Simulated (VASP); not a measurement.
# NaErBr4 (F-43m) in VASP: notebook, part 2 of 2

VASP 6.6.1. The steps go on from the part before.

## Step 4: Relaxation of cell and atoms, PBE

INCAR reads:

```
ALGO = Normal ; EDIFF = 1E-7
EDIFFG = -0.01 ; ENCUT = 500
GGA = PE ; GGA_COMPAT = F
IBRION = 2 ; ISIF = 3
ISMEAR = 0 ; LASPH = T
LCHARG = F ; LMAXMIX = 6
LREAL = F ; LWAVE = F
NELM = 200 ; NELMIN = 4
NSW = 100 ; PREC = Accurate
SIGMA = 0.1
```

KPOINTS reads:

```
k-points
0
Gamma
  8 8 8
```

POSCAR reads:

```
NaErBr4
1.0
    0.0000000000      4.5604449000      4.5604449000
    4.5604449000      0.0000000000      4.5604449000
    4.5604449000      4.5604449000      0.0000000000
Na Er Br
1 1 4
Direct
    0.7500000000      0.7500000000      0.7500000000
    0.0000000000      0.0000000000      0.0000000000
    0.8731060000      0.3756313300      0.3756313300
    0.3756313300      0.3756313300      0.3756313300
    0.3756313300      0.8731060000      0.3756313300
    0.3756313300      0.3756313300      0.8731060000
```

Potentials or basis: VASP PAW PBE potentials, release 64 (Na_pv, Er_3, Br), 4f in core.

Started as:

```bash
$ cat potpaw_PBE.64/Na_pv/POTCAR potpaw_PBE.64/Er_3/POTCAR potpaw_PBE.64/Br/POTCAR > POTCAR
$ mpirun -np 1 vasp_std > vasp.out
```

OUTCAR:

```text
EDIFF = 1E-7
   EDIFFG = -0.01
   ENCUT = 500
   GGA = PE
   IBRION = 2
   ISIF = 3
   ISMEAR = 0
   LASPH = T
   LREAL = F
   NELM = 200
   NELMIN = 4
   NSW = 100
   PREC = Accurate

 ion  position               nearest neighbor table
   1  0.750  0.750  0.750-
   2  0.000  0.000  0.000-
   3  0.873  0.376  0.376-
   4  0.376  0.376  0.376-
   5  0.376  0.873  0.376-
   6  0.376  0.376  0.873-

  LATTYP: Found a face centered cubic cell.
 ALAT       =     9.1208898000

  Lattice vectors:

 A1 = (   0.0000000000,   4.5604449000,   4.5604449000)
 A2 = (   4.5604449000,   0.0000000000,   4.5604449000)
 A3 = (   4.5604449000,   4.5604449000,   0.0000000000)

Analysis of symmetry for initial positions (statically):
=====================================================================
 Subroutine PRICEL returns:
 Original cell was already a primitive cell.

 Routine SETGRP: Setting up the symmetry group for a
 face centered cubic supercell.

 Subroutine GETGRP returns: Found 24 space group operations
 (whereof 24 operations were pure point group operations)
 out of a pool of 48 trial point group operations.

The static configuration has the point symmetry T_d .

Analysis of symmetry for dynamics (positions and initial velocities):
=====================================================================
 Subroutine PRICEL returns:
 Original cell was already a primitive cell.

 Routine SETGRP: Setting up the symmetry group for a
 face centered cubic supercell.

 Subroutine GETGRP returns: Found 24 space group operations
 (whereof 24 operations were pure point group operations)
 out of a pool of 48 trial point group operations.

The dynamic configuration has the point symmetry T_d .

 Subroutine INISYM returns: Found 24 space group operations
 (whereof 24 operations are pure point group operations),
 and found     1 'primitive' translations

----------------------------------------------------------------------------------------

                                     Primitive cell

  volume of cell :     189.6931

  direct lattice vectors                    reciprocal lattice vectors
     0.000000000  4.560444900  4.560444900    -0.109638426  0.109638426  0.109638426
     4.560444900  0.000000000  4.560444900     0.109638426 -0.109638426  0.109638426
     4.560444900  4.560444900  0.000000000     0.109638426  0.109638426 -0.109638426

  length of vectors
     6.449443028  6.449443028  6.449443028     0.189899324  0.189899324  0.189899324

  position of ions in fractional coordinates (direct lattice)
     0.750000000  0.750000000  0.750000000
     0.000000000  0.000000000  0.000000000
     0.873106000  0.375631330  0.375631330
     0.375631330  0.375631330  0.375631330
     0.375631330  0.873106000  0.375631330
     0.375631330  0.375631330  0.873106000

  ion indices of the primitive-cell ions
   primitive index   ion index
                 1           1
                 2           2
                 3           3
                 4           4
                 5           5
                 6           6

[... 27 lines left out ...]
            Coordinates               Weight
  0.000000  0.000000  0.000000      1.000000
  0.125000  0.000000  0.000000      8.000000
  0.250000  0.000000  0.000000      8.000000
  0.375000  0.000000  0.000000      8.000000
  0.500000  0.000000  0.000000      4.000000
  0.125000  0.125000  0.000000      6.000000
[... 16 lines left out ...]
  0.500000  0.250000  0.125000     48.000000
 -0.375000  0.250000  0.125000     24.000000
 [... further k-points ...]
   k-points           NKPTS =     29   k-points in BZ     NKDIM =     29   number of bands    NBANDS=     26
   number of dos      NEDOS =    301   number of ions     NIONS =      6
   total plane-waves  NPLWV = 110592
   dimension x,y,z NGX =    48 NGY =   48 NGZ =   48
   dimension x,y,z NGXF=    96 NGYF=   96 NGZF=   96
   ions per type =               1   1   4
   NGX,Y,Z   is equivalent  to a cutoff of  12.37, 12.37, 12.37 a.u.
   NGXF,Y,Z  is equivalent  to a cutoff of  24.75, 24.75, 24.75 a.u.
 SYSTEM =  unknown system
   PREC   = accura    normal or accurate (medium, high low for compatibility)
   ISTART =      0    job   : 0-new  1-cont  2-samecut
   ICHARG =      2    charge: 1-file 2-atom 10-const
   ISPIN  =      1    spin polarized calculation?
   LNONCOLLINEAR =      F non collinear calculations
   LSORBIT =      F    spin-orbit coupling
   LASPH  =      T    aspherical Exc in radial PAW
   ENCUT  =  500.0 eV  36.75 Ry    6.06 a.u.  11.76 11.76 11.76*2*pi/ulx,y,z
   NELM   =    200;   NELMIN=  4; NELMDL= -5     # of ELM steps
   EDIFF  = 0.1E-06   stopping-criterion for ELM
   LREAL  =      F    real-space projection
   EDIFFG = -.1E-01   stopping-criterion for IOM
   NSW    =    100    number of steps for IOM
   IBRION =      2    ionic relax: 0-MD 1-quasi-New 2-CG
   NFREE  =      1    steps in history (QN), initial steepest desc. (CG)
   ISIF   =      3    stress and relaxation
   ISYM   =      2    0-nonsym 1-usesym 2-fastsym
   POTIM  = 0.5000    time-step for ionic-motion
   TEBEG  =    0.0;   TEEND  =   0.0 temperature during run
   PSTRESS=    0.0 pullay stress
   NELECT =      44.0000    total number of electrons
   NUPDOWN=      -1.0000    fix difference up-down
   EMIN   =  10.00;   EMAX   =-10.00  energy-range for DOS
   EFERMI =   0.00;   METHOD = LEGACY
   ISMEAR =     0;   SIGMA  =   0.10  broadening in eV -4-tet -1-fermi 0-gaus
   EFERMI_NEDOS =   21; number of points for ismear=-14 and -15
   IALGO  =     38    algorithm
   IMIX   =      4    mixing-type and parameters
     AMIX     =   0.40;   BMIX     =  1.00
     AMIX_MAG =   1.60;   BMIX_MAG =  1.00
  volume/ion in A,a.u.               =      31.62       213.35
  Fermi-wavevector in a.u.,A,eV,Ry     =   1.005870  1.900819 13.766027  1.011774
  Thomas-Fermi vector in A             =   2.138577
   LORBIT       =      0    0 simple, 1 ext, 2 COOP (PROOUT), +10 PAW based schemes
   GGA     = PE    functional components
   LHFCALC =     F    Hartree Fock is set to
   AEXX    =    0.0000 exact exchange contribution
   IVDW    =     0    specifies the selected vdW correction
   LEPSILON=     F    determine dielectric tensor
   LRPA    =     F    only Hartree local field effects (RPA)
 conjugate gradient relaxation of ions
 non-spin polarized calculation
 Gauss-broadening in eV      SIGMA  =   0.10
  energy-cutoff  :      500.00
  volume of cell :      189.69
 maximum number of plane-waves:      4909
   NGX = 23   NGY = 23   NGZ = 23

--------------------------------------- Ionic step        1  -------------------------------------------

 number of electron      43.9999992 magnetization

 Free energy of the ion-electron system (eV)
  ---------------------------------------------------
  ext. energy  EPLUGINS =         0.00000000
  ---------------------------------------------------
  free energy    TOTEN  =       -13.17914478 eV

  energy without entropy =      -13.13556008  energy(sigma->0) =      -13.15735243

------------------------ aborting loop because EDIFF is reached ----------------------------------------

  FORCE on cell =-STRESS in cart. coord.  units (eV):
  Direction    XX          YY          ZZ          XY          YZ          ZX
  --------------------------------------------------------------------------------------
  -------------------------------------------------------------------------------------
  Total       -0.6328983     -0.6328983     -0.6328983      0.0000000      0.0000000      0.0000000
  in kB       -5.3455557     -5.3455557     -5.3455557      0.0000000      0.0000000      0.0000000
  external PRESSURE =      -5.3455557 kB  Pullay stress =       0.0000000 kB
[... 187 lines left out ...]
--------------------------------------- Ionic step        6  -------------------------------------------

 number of electron      44.0000003 magnetization

 Free energy of the ion-electron system (eV)
  ---------------------------------------------------
  ext. energy  EPLUGINS =         0.00000000
  ---------------------------------------------------
  free energy    TOTEN  =       -13.19113242 eV

  energy without entropy =      -13.14773685  energy(sigma->0) =      -13.16943464

 E-fermi :   2.2330     XC(G=0):  -8.3976

 val. band max:        2.2315691382   @ k =   0.3750   0.0000   0.0000
 cond. band min:       2.2378727347   @ k =  -0.2500   0.1250   0.0000
 fundamental gap:      0.0063035965
 Fermi energy:         2.2329909705

 k-point     1 :       0.0000    0.0000    0.0000
  band No.  band energies     occupation
      1     -25.7657      2.00000
      2     -25.7657      2.00000
      3     -25.7657      2.00000
      4     -23.2554      2.00000
      5     -23.2554      2.00000
      6     -23.2554      2.00000
[... 685 lines left out ...]
     25       3.0180      0.00000
     26       3.0632      0.00000

 [... further k-points ...]
[... 5 lines left out ...]
  --------------------------------------------------------------------------------------
  -------------------------------------------------------------------------------------
  Total       -0.0080342     -0.0080342     -0.0080342      0.0000000      0.0000000      0.0000000
  in kB       -0.0693199     -0.0693199     -0.0693199      0.0000000      0.0000000      0.0000000
  external PRESSURE =      -0.0693199 kB  Pullay stress =       0.0000000 kB
[... 21 lines left out ...]
  FREE ENERGIE OF THE ION-ELECTRON SYSTEM (eV)
  ---------------------------------------------------
  free  energy   TOTEN  =       -13.1911324210 eV

  energy  without entropy=      -13.1477368534  energy(sigma->0) =      -13.16943464

 reached required accuracy - stopping structural energy minimisation
```

Wall time 9.2 min (1 thread of Intel Xeon Platinum 8488C (Sapphire Rapids), shared host); peak memory 0.44 GiB.

What came out:

| Property | Result |
| --- | --- |
| Free energy | -13.1911 eV |
| Relaxed volume | 30.95 Å³/atom |
| Relaxed cell | a = 6.404 Å, b = 6.404 Å, c = 6.404 Å, α = 60.00°, β = 60.00°, γ = 60.00° |
| Space group after relaxing (to 0.1 Å) | F-43m (No. 216) |
| Energy gained by relaxing | 2.0 meV/atom |
| Ionic steps | 6 |
| Pressure after relaxing | 0.0 GPa |
| Band gap on the k mesh | zero (bands 22 and 23 overlap by 0.19 eV) |

Forces in eV/Å, atoms in the order of the input:
```
Na   0.000  0.000  0.000
Er   0.000  0.000  0.000
Br  -0.001  0.001  0.001
Br  -0.001 -0.001 -0.001
Br   0.001 -0.001  0.001
Br   0.001  0.001 -0.001
```

The path:
| step | energy change (eV) | largest force (eV/Å) | pressure (GPa) | volume (Å³) |
| --- | --- | --- | --- | --- |
| 1 | 0.0000 | 0.1655 | -0.53 | 189.69 |
| 2 | -0.0102 | 0.0796 | -0.16 | 186.81 |
| 3 | -0.0118 | 0.0280 | 0.05 | 185.22 |
| 4 | -0.0118 | 0.0310 | 0.04 | 185.31 |
| 5 | -0.0120 | 0.0132 | 0.01 | 185.55 |
| 6 | -0.0120 | 0.0023 | -0.01 | 185.69 |

Final structure:
```cif
data_structure
_symmetry_space_group_name_H-M 'P 1'
_symmetry_Int_Tables_number 1
_cell_length_a 6.4038
_cell_length_b 6.4038
_cell_length_c 6.4038
_cell_angle_alpha 60.000
_cell_angle_beta 60.000
_cell_angle_gamma 60.000
_cell_volume 185.69
loop_
_atom_site_label
_atom_site_type_symbol
_atom_site_fract_x
_atom_site_fract_y
_atom_site_fract_z
_atom_site_occupancy
Na1 Na 0.75000 0.75000 0.75000 1
Er1 Er 0.00000 0.00000 0.00000 1
Br1 Br 0.87593 0.37469 0.37469 1
Br2 Br 0.37469 0.37469 0.37469 1
Br3 Br 0.37469 0.87593 0.37469 1
Br4 Br 0.37469 0.37469 0.87593 1
```

Levels at points of the mesh, in eV from the Fermi level:
```csv
k point,band 20,band 21,band 22,band 23,band 24,band 25
"(0.00, 0.00, 0.00)",-0.86,0.16,0.16,0.16,0.67,0.67
"(0.50, 0.00, 0.00)",-0.84,-0.09,-0.03,-0.03,0.42,0.90
"(0.50, 0.50, 0.00)",-2.34,-0.14,-0.14,0.46,0.61,0.61
```

Caveat: spin-orbit coupling is left out, which moves the levels of the heavy elements; the 4f electrons are frozen in the core, so they carry no moment and show no levels; the run has no spin polarisation, though such a crystal can be magnetic.

## Step 5: Summary

```csv
task,cell,k mesh,gap on the mesh (eV),pressure (GPa)
single point,"a = 6.449 Å, angles 60.0°, 6 atoms, atomic positions A",4 × 4 × 4,none,-0.6
single point,"a = 6.404 Å, angles 60.0°, 6 atoms, atomic positions B",8 × 8 × 8,none,0.0
relaxation of cell and atoms,"relaxed from a = 6.449 Å, angles 60.0°, 6 atoms, atomic positions A",8 × 8 × 8,none,0.0
```

Alike in all rows: level PBE; potentials or basis VASP PAW PBE potentials, release 64 (Na_pv, Er_3, Br), 4f in core; no spin polarisation; cutoff (eV) 500; smearing gaussian 0.1 eV.

Caveats: spin-orbit coupling is left out, which moves the levels of the heavy elements; the 4f electrons are frozen in the core, so they carry no moment and show no levels; the run has no spin polarisation, though such a crystal can be magnetic.

Total energies depend on the potentials used, so only differences within one code and one set of settings carry meaning.

The gap in the log of VASP goes by the Fermi energy; the results here count the filled bands.